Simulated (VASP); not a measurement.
# AlOs in VASP: relaxation of the atoms with PBEsol

Aim: the relaxation of the atoms of AlOs with PBEsol.

All numbers are computed with VASP 6.6.1; they aren't measurements. Logs are shortened: lines on timing, memory, paths and dates and some standing lists are left out, and cuts for length are marked.

## Step 1: The cell of the first run

The cell holds a slab with vacuum, 8 atoms: a = 2.998 Å, b = 2.998 Å, c = 28.493 Å, α = 90.00°, β = 90.00°, γ = 90.00°.

## Step 2: Relaxation of the atoms, PBEsol

Input file INCAR:

```
SYSTEM = AlOs
PREC = Accurate ; ENCUT = 520
EDIFF = 1E-7 ; ISMEAR = 0
SIGMA = 0.1 ; LREAL = .FALSE.
LASPH = .TRUE. ; NELM = 120
ALGO = Normal ; ISIF = 2
LWAVE = .FALSE. ; LCHARG = .FALSE.
LDIPOL = .TRUE. ; IDIPOL = 3
DIPOL = 0.5 0.5 0.500 ; GGA = PS
IBRION = 2 ; NSW = 60
EDIFFG = -0.04 ; GGA_COMPAT = .FALSE.
NELMIN = 4 ; NELMDL = -8
```

Input file KPOINTS:

```
Automatic mesh
0
G
  9 9 1
  0 0 0
```

Input file POSCAR:

```
AlOs
1.0
    2.9979119800      0.0000000000      0.0000000000
    0.0000000000      2.9979119800      0.0000000000
    0.0000000000      0.0000000000     28.4926919470
Os Al
4 4
Selective dynamics
Direct
    0.5000000000      0.5000000000      0.3158704701  F F F
    0.5000000000      0.5000000000      0.4210873400  F F F
    0.5000000000      0.5000000000      0.5263042200  T T T
    0.5000000000      0.5000000000      0.6315210899  T T T
    0.0000000000      0.0000000000      0.3684789101  F F F
    0.0000000000      0.0000000000      0.4736957800  F F F
    0.0000000000      0.0000000000      0.5789126600  T T T
    0.0000000000      0.0000000000      0.6841295299  T T T
```

Potentials or basis: VASP PAW PBE potentials, release 64 (Os, Al).

The run is started by

```console
> cat potpaw_PBE.64/Os/POTCAR potpaw_PBE.64/Al/POTCAR > POTCAR
> mpirun -np 1 vasp_std > vasp.out
```

OUTCAR:

```text
SYSTEM = AlOs
   PREC = Accurate
   ENCUT = 520
   EDIFF = 1E-7
   ISMEAR = 0
   LREAL = .FALSE.
   LASPH = .TRUE.
   NELM = 120
   ISIF = 2
   GGA = PS
   IBRION = 2
   NSW = 60
   EDIFFG = -0.04
   NELMIN = 4
   NELMDL = -8

 ion  position               nearest neighbor table
   1  0.500  0.500  0.316-   5 2.60   5 2.60   5 2.60   5 2.60   2 3.00
   2  0.500  0.500  0.421-   5 2.60   5 2.60   5 2.60   5 2.60   6 2.60   6 2.60   6 2.60   6 2.60
                             1 3.00   3 3.00
   3  0.500  0.500  0.526-   6 2.60   7 2.60   6 2.60   7 2.60   6 2.60   7 2.60   6 2.60   7 2.60
                             4 3.00   2 3.00
   4  0.500  0.500  0.632-   7 2.60   7 2.60   7 2.60   7 2.60   8 2.60   8 2.60   8 2.60   8 2.60
                             3 3.00
   5  0.000  0.000  0.368-   2 2.60   2 2.60   2 2.60   2 2.60   1 2.60   1 2.60   1 2.60   1 2.60
                             6 3.00
   6  0.000  0.000  0.474-   2 2.60   3 2.60   2 2.60   3 2.60   2 2.60   3 2.60   2 2.60   3 2.60
                             5 3.00   7 3.00
   7  0.000  0.000  0.579-   4 2.60   4 2.60   4 2.60   4 2.60   3 2.60   3 2.60   3 2.60   3 2.60
                             8 3.00   6 3.00
   8  0.000  0.000  0.684-   4 2.60   4 2.60   4 2.60   4 2.60   7 3.00

  LATTYP: Found a simple tetragonal cell.
 ALAT       =     2.9979119800
 C/A-ratio  =     9.5041789542

  Lattice vectors:

 A1 = (   2.9979119800,   0.0000000000,   0.0000000000)
 A2 = (   0.0000000000,   2.9979119800,   0.0000000000)
 A3 = (   0.0000000000,   0.0000000000,  28.4926919470)

Analysis of symmetry for initial positions (statically):
=====================================================================
 Subroutine PRICEL returns:
 Original cell was already a primitive cell.

 Routine SETGRP: Setting up the symmetry group for a
 simple tetragonal supercell.

 Subroutine GETGRP returns: Found  8 space group operations
 (whereof  8 operations were pure point group operations)
 out of a pool of 16 trial point group operations.

The static configuration has the point symmetry C_4v.

Analysis of symmetry for dynamics (positions and initial velocities):
=====================================================================
 Subroutine PRICEL returns:
 Original cell was already a primitive cell.

 Routine SETGRP: Setting up the symmetry group for a
 simple tetragonal supercell.

 Subroutine GETGRP returns: Found  8 space group operations
 (whereof  8 operations were pure point group operations)
 out of a pool of 16 trial point group operations.

The dynamic configuration has the point symmetry C_4v.

Analysis of constrained symmetry for selective dynamics:
=====================================================================
 Subroutine PRICEL returns:
 Original cell was already a primitive cell.

 Routine SETGRP: Setting up the symmetry group for a
 simple tetragonal supercell.

 Subroutine GETGRP returns: Found  8 space group operations
 (whereof  8 operations were pure point group operations)
 out of a pool of 16 trial point group operations.

The constrained configuration has the point symmetry C_4v.

 Subroutine INISYM returns: Found  8 space group operations
 (whereof  8 operations are pure point group operations),
 and found     1 'primitive' translations

----------------------------------------------------------------------------------------

                                     Primitive cell

  volume of cell :     256.0774

  direct lattice vectors                    reciprocal lattice vectors
     2.997911980  0.000000000  0.000000000     0.333565497  0.000000000  0.000000000
     0.000000000  2.997911980  0.000000000     0.000000000  0.333565497  0.000000000
     0.000000000  0.000000000 28.492691947     0.000000000  0.000000000  0.035096719

  length of vectors
     2.997911980  2.997911980 28.492691947     0.333565497  0.333565497  0.035096719

[... 51 lines left out ...]
  0.222222  0.000000  0.000000      4.000000
  0.333333  0.000000  0.000000      4.000000
  0.444444  0.000000  0.000000      4.000000
  0.111111  0.111111  0.000000      4.000000
  0.222222  0.111111  0.000000      8.000000
  0.333333  0.111111  0.000000      8.000000
  0.444444  0.111111  0.000000      8.000000
  0.222222  0.222222  0.000000      4.000000
  0.333333  0.222222  0.000000      8.000000
  0.444444  0.222222  0.000000      8.000000
  0.333333  0.333333  0.000000      4.000000
  0.444444  0.333333  0.000000      8.000000
  0.444444  0.444444  0.000000      4.000000
   k-points           NKPTS =     15   k-points in BZ     NKDIM =     15   number of bands    NBANDS=     27
   number of dos      NEDOS =    301   number of ions     NIONS =      8
   total plane-waves  NPLWV = 124416
   dimension x,y,z NGX =    24 NGY =   24 NGZ =  216
   dimension x,y,z NGXF=    48 NGYF=   48 NGZF=  432
   ions per type =               4   4
   NGX,Y,Z   is equivalent  to a cutoff of  13.31, 13.31, 12.60 a.u.
   NGXF,Y,Z  is equivalent  to a cutoff of  26.62, 26.62, 25.21 a.u.
 SYSTEM =  AlOs
   PREC   = accura    normal or accurate (medium, high low for compatibility)
   ISTART =      0    job   : 0-new  1-cont  2-samecut
   ICHARG =      2    charge: 1-file 2-atom 10-const
   ISPIN  =      1    spin polarized calculation?
   LNONCOLLINEAR =      F non collinear calculations
   LSORBIT =      F    spin-orbit coupling
   LASPH  =      T    aspherical Exc in radial PAW
   ENCUT  =  520.0 eV  38.22 Ry    6.18 a.u.   5.57  5.57 52.98*2*pi/ulx,y,z
   NELM   =    120;   NELMIN=  4; NELMDL= -8     # of ELM steps
   EDIFF  = 0.1E-06   stopping-criterion for ELM
   LREAL  =      F    real-space projection
   EDIFFG = -.4E-01   stopping-criterion for IOM
   NSW    =     60    number of steps for IOM
   IBRION =      2    ionic relax: 0-MD 1-quasi-New 2-CG
   NFREE  =      1    steps in history (QN), initial steepest desc. (CG)
   ISIF   =      2    stress and relaxation
   ISYM   =      2    0-nonsym 1-usesym 2-fastsym
   POTIM  = 0.5000    time-step for ionic-motion
   TEBEG  =    0.0;   TEEND  =   0.0 temperature during run
   PSTRESS=    0.0 pullay stress
   NELECT =      44.0000    total number of electrons
   NUPDOWN=      -1.0000    fix difference up-down
   EMIN   =  10.00;   EMAX   =-10.00  energy-range for DOS
   EFERMI =   0.00;   METHOD = LEGACY
   ISMEAR =     0;   SIGMA  =   0.10  broadening in eV -4-tet -1-fermi 0-gaus
   EFERMI_NEDOS =   21; number of points for ismear=-14 and -15
   IALGO  =     38    algorithm
   IMIX   =      4    mixing-type and parameters
     AMIX     =   0.40;   BMIX     =  1.00
     AMIX_MAG =   1.60;   BMIX_MAG =  1.00
  volume/ion in A,a.u.               =      32.01       216.01
  Fermi-wavevector in a.u.,A,eV,Ry     =   0.910127  1.719891 11.270128  0.828331
  Thomas-Fermi vector in A             =   2.034253
   LORBIT       =      0    0 simple, 1 ext, 2 COOP (PROOUT), +10 PAW based schemes
   GGA     = PS    functional components
   LHFCALC =     F    Hartree Fock is set to
   AEXX    =    0.0000 exact exchange contribution
   IVDW    =     0    specifies the selected vdW correction
   LEPSILON=     F    determine dielectric tensor
   LRPA    =     F    only Hartree local field effects (RPA)
 conjugate gradient relaxation of ions
 non-spin polarized calculation
 Gauss-broadening in eV      SIGMA  =   0.10
  energy-cutoff  :      520.00
  volume of cell :      256.08
 maximum number of plane-waves:      6944
 NGX is ok and might be reduce to    24
   NGX = 11   NGY = 11   NGZ =105

 dipolmoment           0.000000      0.000000      0.022015 electrons x Angstroem

--------------------------------------- Ionic step        1  -------------------------------------------

 number of electron      44.0000002 magnetization

 Free energy of the ion-electron system (eV)
  ---------------------------------------------------
  ext. energy  EPLUGINS =         0.00000000
  ---------------------------------------------------
  free energy    TOTEN  =       -64.53646351 eV

  energy without entropy =      -64.49749839  energy(sigma->0) =      -64.51698095

------------------------ aborting loop because EDIFF is reached ----------------------------------------

  FORCE on cell =-STRESS in cart. coord.  units (eV):
  Direction    XX          YY          ZZ          XY          YZ          ZX
  --------------------------------------------------------------------------------------
  -------------------------------------------------------------------------------------
  Total       -5.2975536     -5.2975536     -5.5113033      0.0000000      0.0000000      0.0000000
  in kB      -33.1447469    -33.1447469    -34.4820962      0.0000000      0.0000000      0.0000000
  external PRESSURE =     -33.5905300 kB  Pullay stress =       0.0000000 kB
[... 107 lines left out ...]
  FREE ENERGIE OF THE ION-ELECTRON SYSTEM (eV)
  ---------------------------------------------------
  free  energy   TOTEN  =       -64.6898536542 eV

  energy  without entropy=      -64.6592145591  energy(sigma->0) =      -64.67453411

[... ionic steps 4 to 10 ...]

--------------------------------------- Ionic step       11  -------------------------------------------

 number of electron      44.0000002 magnetization

------------------------ aborting loop because EDIFF is reached ----------------------------------------
[... 79 lines left out ...]
--------------------------------------- Ionic step       13  -------------------------------------------

 number of electron      44.0000003 magnetization

 dipolmoment           0.000000      0.000000     -0.090715 electrons x Angstroem

 Free energy of the ion-electron system (eV)
  ---------------------------------------------------
  ext. energy  EPLUGINS =         0.00000000
  ---------------------------------------------------
  free energy    TOTEN  =       -64.71756172 eV

  energy without entropy =      -64.68887170  energy(sigma->0) =      -64.70321671

 E-fermi :   1.5847     XC(G=0):  -6.0998

 val. band max:        1.5842044176   @ k =   0.1111   0.1111   0.0000
 cond. band min:       1.6107375438   @ k =   0.2222   0.1111   0.0000
 fundamental gap:      0.0265331262
 Fermi energy:         1.5847125203

 k-point     1 :       0.0000    0.0000    0.0000
  band No.  band energies     occupation
      1      -9.3206      2.00000
      2      -8.5993      2.00000
      3      -7.3842      2.00000
      4      -5.6657      2.00000
      5      -4.2276      2.00000
      6      -3.0846      2.00000
[... 439 lines left out ...]
     26       4.0562      0.00000
     27       4.2464      0.00000

------------------------ aborting loop because EDIFF is reached ----------------------------------------

 vacuum level on the upper side and lower side of the slab       (xc-potential included)        -1.012         0.789

  FORCE on cell =-STRESS in cart. coord.  units (eV):
  Direction    XX          YY          ZZ          XY          YZ          ZX
  --------------------------------------------------------------------------------------
  -------------------------------------------------------------------------------------
  Total       -2.6429227     -2.6429227     -2.9086163      0.0000000      0.0000000      0.0000000
  in kB      -16.5357466    -16.5357466    -18.1980886      0.0000000      0.0000000      0.0000000
  external PRESSURE =     -17.0898606 kB  Pullay stress =       0.0000000 kB
[... 23 lines left out ...]
  FREE ENERGIE OF THE ION-ELECTRON SYSTEM (eV)
  ---------------------------------------------------
  free  energy   TOTEN  =       -64.7175617184 eV

  energy  without entropy=      -64.6888716969  energy(sigma->0) =      -64.70321671

 reached required accuracy - stopping structural energy minimisation

 vacuum level on the upper side and lower side of the slab         4.528         6.357
```

Wall time 57 min (1 thread of Intel Xeon 8259CL, shared host); peak memory 0.42 GiB.

Results:

```yaml
Free_energy: -64.7176 eV
Energy_gained_by_relaxing: 22.6 meV/atom
Ionic_steps: 13
Band_gap_on_the_k_mesh: zero (bands 22 and 23 overlap by 2.05 eV)
```

Step by step:
```tsv
step	energy change (eV)	largest force on free atoms (eV/Å)	pressure (GPa)
1	0.0000	1.3261	-3.36
2	-0.1294	0.8231	-2.96
3	-0.1534	0.3690	-2.58
4	-0.1538	0.3311	-2.63
5	-0.1642	0.2274	-2.47
6	-0.1684	0.1918	-2.28
7	-0.1714	0.1371	-2.25
8	-0.1727	0.1675	-2.21
9	-0.1746	0.1558	-2.15
10	-0.1788	0.1196	-1.96
11	-0.1789	0.2385	-1.59
12	-0.1802	0.1275	-1.78
13	-0.1811	0.0245	-1.71
```

Final structure:
```cif
data_structure
_symmetry_space_group_name_H-M 'P 1'
_symmetry_Int_Tables_number 1
_cell_length_a 2.9979
_cell_length_b 2.9979
_cell_length_c 28.4927
_cell_angle_alpha 90.000
_cell_angle_beta 90.000
_cell_angle_gamma 90.000
_cell_volume 256.08
loop_
_atom_site_label
_atom_site_type_symbol
_atom_site_fract_x
_atom_site_fract_y
_atom_site_fract_z
_atom_site_occupancy
Os1 Os 0.50000 0.50000 0.31587 1
Os2 Os 0.50000 0.50000 0.42109 1
Os3 Os 0.50000 0.50000 0.52492 1
Os4 Os 0.50000 0.50000 0.63184 1
Al1 Al 0.00000 0.00000 0.36848 1
Al2 Al 0.00000 0.00000 0.47370 1
Al3 Al 0.00000 0.00000 0.57725 1
Al4 Al 0.00000 0.00000 0.67668 1
```

Levels at points of the mesh, in eV from the Fermi level:
```csv
k point,band 20,band 21,band 22,band 23,band 24,band 25,band 26,band 27
"(0.00, 0.00, 0.00)",0.17,0.24,0.24,0.38,0.47,0.57,1.04,2.46
```

Caveat: the PAW data sets were made with another functional, which shifts forces and pressure a little; spin-orbit coupling is left out, which moves the levels of the heavy elements.
